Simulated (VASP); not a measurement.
Input of a VASP 6.6.1 run:

File INCAR:

```
PREC = Accurate ; ENCUT = 520
EDIFF = 1E-7 ; ISMEAR = 0
SIGMA = 0.15 ; LREAL = F
LASPH = T ; NELM = 60
ALGO = Normal ; ISIF = 2
LWAVE = F ; LCHARG = F
GGA = PS ; NBANDS = 8
```

KPOINTS

```
regular mesh
0
Gamma
  16 16 16
```

File POSCAR:

```
Sb
1.0
    3.1600000000      0.0000000000      0.0000000000
    0.0000000000      3.1600000000      0.0000000000
    0.0000000000      0.0000000000      2.9072000000
Sb
1
Direct
    0.0000000000      0.0000000000      0.0000000000
```

Potentials or basis: VASP PAW PBE potentials, release 64 (Sb).

Launch:

```sh
$ cat potpaw_PBE.64/Sb/POTCAR > POTCAR
$ mpirun -np 1 vasp_std > vasp.out
```

(1) What does it give for the pressure?

Answers

(1) 0.3 GPa.

Caveat: the cell differs from its parent crystal (strain +0.000 along x and y, -0.080 along z); the PAW data sets were made with another functional, which shifts forces and pressure a little.
